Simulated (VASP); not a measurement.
# Mg2WO4 (F-43m) in VASP: further runs

The runs below take Mg2WO4 through single point, relaxation of cell and atoms, with PBE.

Everything below comes from runs of VASP 6.6.1. Logs are shortened: lines on timing, memory, paths and dates and some standing lists are left out, and cuts for length are marked.

### 1 The cell of the first run

Symmetry: F-43m, No. 216, cubic system. Conventional cell: a = 8.021 Å, b = 8.021 Å, c = 8.021 Å, α = 90.00°, β = 90.00°, γ = 90.00°. Within 4.4 Å of Mg (site symmetry -43m) lie 12 O at 3.32 Å and 4 Mg at 3.47 Å and 6 W at 4.01 Å. Mg (site symmetry -43m) has 12 O at 3.33 Å and 4 Mg at 3.47 Å and 4 W at 3.47 Å within 4.4 Å. Within 2.4 Å of W (site symmetry -43m) lie 4 O at 1.79 Å. O (site symmetry 3m) has 1 W at 1.79 Å within 2.4 Å.

### 2 Single point, PBE

INCAR reads:

```
SYSTEM = Mg2WO4
PREC = Accurate ; ENCUT = 520
EDIFF = 1E-6 ; ISMEAR = 0
SIGMA = 0.1 ; LREAL = .FALSE.
LASPH = .TRUE. ; NELM = 100
ALGO = Normal ; ISIF = 2
LWAVE = .FALSE. ; LCHARG = .TRUE.
GGA = PE ; LELF = .TRUE.
LVHAR = .TRUE. ; NBANDS = 30
```

KPOINTS reads:

```
regular mesh
0
G
  8 8 8
  0 0 0
```

POSCAR reads:

```
Mg2WO4
1.0
    0.0000000000      4.0107100549      4.0107100549
    4.0107100549      0.0000000000      4.0107100549
    4.0107100549      4.0107100549      0.0000000000
Mg W O
2 1 4
Direct
    0.0000000000      0.0000000000      0.0000000000
    0.2500000000      0.2500000000      0.2500000000
    0.5000000000      0.5000000000      0.5000000000
    0.6287436718      0.1137689847      0.6287436718
    0.6287436718      0.6287436718      0.6287436718
    0.1137689847      0.6287436718      0.6287436718
    0.6287436718      0.6287436718      0.1137689847
```

Potentials or basis: VASP PAW PBE potentials, release 64 (Mg, W_sv, O).

Command:

```
$ cat potpaw_PBE.64/Mg/POTCAR potpaw_PBE.64/W_sv/POTCAR potpaw_PBE.64/O/POTCAR > POTCAR
$ mpirun -np 1 vasp_std > vasp.out
```

OUTCAR:

```text
SYSTEM = Mg2WO4
   PREC = Accurate
   ENCUT = 520
   EDIFF = 1E-6
   ISMEAR = 0
   LREAL = .FALSE.
   LASPH = .TRUE.
   NELM = 100
   ISIF = 2
   GGA = PE

 ion  position               nearest neighbor table
   1  0.000  0.000  0.000-   2 3.47   2 3.47   2 3.47   2 3.47
   2  0.250  0.250  0.250-   1 3.47   3 3.47   1 3.47   1 3.47   1 3.47   3 3.47   3 3.47   3 3.47

   3  0.500  0.500  0.500-   4 1.79   6 1.79   7 1.79   5 1.79   2 3.47   2 3.47   2 3.47   2 3.47

   4  0.629  0.114  0.629-   3 1.79
   5  0.629  0.629  0.629-   3 1.79
   6  0.114  0.629  0.629-   3 1.79
   7  0.629  0.629  0.114-   3 1.79

  LATTYP: Found a face centered cubic cell.
 ALAT       =     8.0214201098

  Lattice vectors:

 A1 = (   0.0000000000,   4.0107100549,   4.0107100549)
 A2 = (   4.0107100549,   0.0000000000,   4.0107100549)
 A3 = (   4.0107100549,   4.0107100549,   0.0000000000)

Analysis of symmetry for initial positions (statically):
=====================================================================
 Subroutine PRICEL returns:
 Original cell was already a primitive cell.

 Routine SETGRP: Setting up the symmetry group for a
 face centered cubic supercell.

 Subroutine GETGRP returns: Found 24 space group operations
 (whereof 24 operations were pure point group operations)
 out of a pool of 48 trial point group operations.

The static configuration has the point symmetry T_d .

Analysis of symmetry for dynamics (positions and initial velocities):
=====================================================================
 Subroutine PRICEL returns:
 Original cell was already a primitive cell.

 Routine SETGRP: Setting up the symmetry group for a
 face centered cubic supercell.

 Subroutine GETGRP returns: Found 24 space group operations
 (whereof 24 operations were pure point group operations)
 out of a pool of 48 trial point group operations.

The dynamic configuration has the point symmetry T_d .

 Subroutine INISYM returns: Found 24 space group operations
 (whereof 24 operations are pure point group operations),
 and found     1 'primitive' translations

----------------------------------------------------------------------------------------

                                     Primitive cell

  volume of cell :     129.0309

  direct lattice vectors                    reciprocal lattice vectors
     0.000000000  4.010710055  4.010710055    -0.124666205  0.124666205  0.124666205
     4.010710055  0.000000000  4.010710055     0.124666205 -0.124666205  0.124666205
     4.010710055  4.010710055  0.000000000     0.124666205  0.124666205 -0.124666205

  length of vectors
     5.672000554  5.672000554  5.672000554     0.215928200  0.215928200  0.215928200

  position of ions in fractional coordinates (direct lattice)
     0.000000000  0.000000000  0.000000000
     0.250000000  0.250000000  0.250000000
     0.500000000  0.500000000  0.500000000
     0.628743672  0.113768985  0.628743672
     0.628743672  0.628743672  0.628743672
     0.113768985  0.628743672  0.628743672
     0.628743672  0.628743672  0.113768985

  ion indices of the primitive-cell ions
   primitive index   ion index
                 1           1
                 2           2
                 3           3
                 4           4
                 5           5
                 6           6
                 7           7

----------------------------------------------------------------------------------------

 KPOINTS: regular mesh

Automatic generation of k-mesh.
 Grid dimensions read from file:
 generate k-points for:    8    8    8

 Generating k-lattice:

  Cartesian coordinates                     Fractional coordinates (reciprocal lattice)
    -0.015583276  0.015583276  0.015583276     0.125000000  0.000000000  0.000000000
     0.015583276 -0.015583276  0.015583276     0.000000000  0.125000000  0.000000000
     0.015583276  0.015583276 -0.015583276     0.000000000  0.000000000  0.125000000

  Length of vectors
     0.026991025  0.026991025  0.026991025

  Shift w.r.t. Gamma in fractional coordinates (k-lattice)
     0.000000000  0.000000000  0.000000000

 Subroutine IBZKPT returns following result:
 ===========================================

 Found     29 irreducible k-points:

 Following reciprocal coordinates:
            Coordinates               Weight
  0.000000  0.000000  0.000000      1.000000
  0.125000  0.000000  0.000000      8.000000
  0.250000  0.000000  0.000000      8.000000
  0.375000  0.000000  0.000000      8.000000
  0.500000  0.000000  0.000000      4.000000
  0.125000  0.125000  0.000000      6.000000
[... 16 lines left out ...]
  0.500000  0.250000  0.125000     48.000000
 -0.375000  0.250000  0.125000     24.000000
 [... further k-points ...]
   k-points           NKPTS =     29   k-points in BZ     NKDIM =     29   number of bands    NBANDS=     30
   number of dos      NEDOS =    301   number of ions     NIONS =      7
   total plane-waves  NPLWV =  74088
   dimension x,y,z NGX =    42 NGY =   42 NGZ =   42
   dimension x,y,z NGXF=    84 NGYF=   84 NGZF=   84
   ions per type =               2   1   4
   NGX,Y,Z   is equivalent  to a cutoff of  12.31, 12.31, 12.31 a.u.
   NGXF,Y,Z  is equivalent  to a cutoff of  24.62, 24.62, 24.62 a.u.
 SYSTEM =  Mg2WO4
   PREC   = accura    normal or accurate (medium, high low for compatibility)
   ISTART =      0    job   : 0-new  1-cont  2-samecut
   ICHARG =      2    charge: 1-file 2-atom 10-const
   ISPIN  =      1    spin polarized calculation?
   LNONCOLLINEAR =      F non collinear calculations
   LSORBIT =      F    spin-orbit coupling
   LASPH  =      T    aspherical Exc in radial PAW
   ENCUT  =  520.0 eV  38.22 Ry    6.18 a.u.  10.55 10.55 10.55*2*pi/ulx,y,z
   NELM   =    100;   NELMIN=  2; NELMDL= -5     # of ELM steps
   EDIFF  = 0.1E-05   stopping-criterion for ELM
   LREAL  =      F    real-space projection
   EDIFFG = 0.1E-04   stopping-criterion for IOM
   NSW    =      0    number of steps for IOM
   IBRION =     -1    ionic relax: 0-MD 1-quasi-New 2-CG
   NFREE  =      0    steps in history (QN), initial steepest desc. (CG)
   ISIF   =      2    stress and relaxation
   ISYM   =      2    0-nonsym 1-usesym 2-fastsym
   POTIM  = 0.5000    time-step for ionic-motion
   TEBEG  =    0.0;   TEEND  =   0.0 temperature during run
   PSTRESS=    0.0 pullay stress
   NELECT =      42.0000    total number of electrons
   NUPDOWN=      -1.0000    fix difference up-down
   EMIN   =  10.00;   EMAX   =-10.00  energy-range for DOS
   EFERMI =   0.00;   METHOD = LEGACY
   ISMEAR =     0;   SIGMA  =   0.10  broadening in eV -4-tet -1-fermi 0-gaus
   EFERMI_NEDOS =   21; number of points for ismear=-14 and -15
   IALGO  =     38    algorithm
   IMIX   =      4    mixing-type and parameters
     AMIX     =   0.40;   BMIX     =  1.00
     AMIX_MAG =   1.60;   BMIX_MAG =  1.00
  volume/ion in A,a.u.               =      18.43       124.39
  Fermi-wavevector in a.u.,A,eV,Ry     =   1.126142  2.128101 17.254865  1.268197
  Thomas-Fermi vector in A             =   2.262823
   LORBIT       =      0    0 simple, 1 ext, 2 COOP (PROOUT), +10 PAW based schemes
   GGA     = PE    functional components
   LHFCALC =     F    Hartree Fock is set to
   AEXX    =    0.0000 exact exchange contribution
   IVDW    =     0    specifies the selected vdW correction
   LEPSILON=     F    determine dielectric tensor
   LRPA    =     F    only Hartree local field effects (RPA)
 non-spin polarized calculation
 Gauss-broadening in eV      SIGMA  =   0.10
  energy-cutoff  :      520.00
  volume of cell :      129.03
 maximum number of plane-waves:      3511
   NGX = 21   NGY = 21   NGZ = 21

 number of electron      41.9999998 magnetization

 Free energy of the ion-electron system (eV)
  ---------------------------------------------------
  ext. energy  EPLUGINS =         0.00000000
  ---------------------------------------------------
  free energy    TOTEN  =       -43.13514944 eV

  energy without entropy =      -43.11868189  energy(sigma->0) =      -43.12691567

 E-fermi :   1.7542     XC(G=0):  -8.7060

 val. band max:        1.7373493104   @ k =  -0.3750   0.3750   0.0000
 cond. band min:       1.7959934179   @ k =   0.5000   0.1250   0.0000
 fundamental gap:      0.0586441075
 Fermi energy:         1.7542451151

 k-point     1 :       0.0000    0.0000    0.0000
  band No.  band energies     occupation
      1     -72.6138      2.00000
      2     -37.1248      2.00000
      3     -37.1248      2.00000
      4     -37.1248      2.00000
      5     -16.3094      2.00000
      6     -15.3586      2.00000
[... 22 lines left out ...]
     29       6.8755      0.00000
     30       6.8755      0.00000

 k-point     2 :       0.1250    0.0000    0.0000
  band No.  band energies     occupation
      1     -72.6138      2.00000
      2     -37.1249      2.00000
      3     -37.1248      2.00000
      4     -37.1248      2.00000
      5     -16.2867      2.00000
      6     -15.3824      2.00000
[... 22 lines left out ...]
     29       6.8469      0.00000
     30       6.8469      0.00000

 k-point     3 :       0.2500    0.0000    0.0000
  band No.  band energies     occupation
      1     -72.6138      2.00000
      2     -37.1250      2.00000
      3     -37.1248      2.00000
      4     -37.1248      2.00000
      5     -16.2256      2.00000
      6     -15.4457      2.00000
[... 22 lines left out ...]
     29       6.7891      0.00000
     30       6.9920      0.00000

 k-point     4 :       0.3750    0.0000    0.0000
  band No.  band energies     occupation
      1     -72.6138      2.00000
      2     -37.1251      2.00000
      3     -37.1248      2.00000
      4     -37.1248      2.00000
      5     -16.1526      2.00000
      6     -15.5208      2.00000
[... 616 lines left out ...]
     29       6.7594      0.00000
     30       7.3924      0.00000

 k-point    23 :       0.5000    0.2500    0.1250
  band No.  band energies     occupation
      1     -72.6138      2.00000
      2     -37.1251      2.00000
      3     -37.1249      2.00000
      4     -37.1249      2.00000
      5     -16.1039      2.00000
      6     -15.5721      2.00000
[... 22 lines left out ...]
     29       6.7621      0.00000
     30       7.9041      0.00000

 k-point    24 :      -0.3750    0.2500    0.1250
  band No.  band energies     occupation
      1     -72.6138      2.00000
      2     -37.1251      2.00000
      3     -37.1249      2.00000
      4     -37.1249      2.00000
      5     -16.0692      2.00000
      6     -15.6075      2.00000
[... 22 lines left out ...]
     29       6.7089      0.00000
     30       8.0891      0.00000

 [... further k-points ...]

------------------------ aborting loop because EDIFF is reached ----------------------------------------

  FORCE on cell =-STRESS in cart. coord.  units (eV):
  Direction    XX          YY          ZZ          XY          YZ          ZX
  --------------------------------------------------------------------------------------
  -------------------------------------------------------------------------------------
  Total        0.9360283      0.9360283      0.9360283      0.0000000      0.0000000     -0.0000000
  in kB       11.6226658     11.6226658     11.6226658      0.0000000      0.0000000     -0.0000000
  external PRESSURE =      11.6226658 kB  Pullay stress =       0.0000000 kB

 VOLUME and BASIS-vectors are now :
 -----------------------------------------------------------------------------
  energy-cutoff  :      520.00
  volume of cell :      129.03
      direct lattice vectors                 reciprocal lattice vectors
     0.000000000  4.010710055  4.010710055    -0.124666205  0.124666205  0.124666205
     4.010710055  0.000000000  4.010710055     0.124666205 -0.124666205  0.124666205
     4.010710055  4.010710055  0.000000000     0.124666205  0.124666205 -0.124666205

 POSITION                                       TOTAL-FORCE (eV/Angst)
 -----------------------------------------------------------------------------------
      0.00000      0.00000      0.00000         0.000000     -0.000000     -0.000000
      2.00536      2.00536      2.00536         0.000000     -0.000000     -0.000000
      4.01071      4.01071      4.01071        -0.000000     -0.000000     -0.000000
      2.97800      5.04342      2.97800        -0.246308      0.246308     -0.246308
      5.04342      5.04342      5.04342         0.246308      0.246308      0.246308
      5.04342      2.97800      2.97800         0.246308     -0.246308     -0.246308
      2.97800      2.97800      5.04342        -0.246308     -0.246308      0.246308
 -----------------------------------------------------------------------------------
    total drift:                               -0.000003     -0.000003     -0.000003

  FREE ENERGIE OF THE ION-ELECTRON SYSTEM (eV)
  ---------------------------------------------------
  free  energy   TOTEN  =       -43.1351494395 eV

  energy  without entropy=      -43.1186818907  energy(sigma->0) =      -43.12691567
```

It took 1.9 min on 1 thread of Intel Xeon Platinum 8259CL at 2.50GHz (Skylake/Cascade Lake), shared host; peak memory 0.31 GiB.

What came out:

| Item | Value |
| --- | --- |
| Free energy | -43.1351 eV |
| Pressure | 1.2 GPa |
| Largest force | 0.427 eV/Å |
| Band gap on the k mesh | zero (band 21 reaches 1.82 eV, above the bottom of band 22 at 1.68 eV) |

Forces in eV/Å, atoms in the order of the input:
```
Mg   0.000  0.000  0.000
Mg   0.000  0.000  0.000
W    0.000  0.000  0.000
O   -0.246  0.246 -0.246
O    0.246  0.246  0.246
O    0.246 -0.246 -0.246
O   -0.246 -0.246  0.246
```

Caveat: spin-orbit coupling is left out, which moves the levels of the heavy elements.

(Continued in part 2 of 2.)
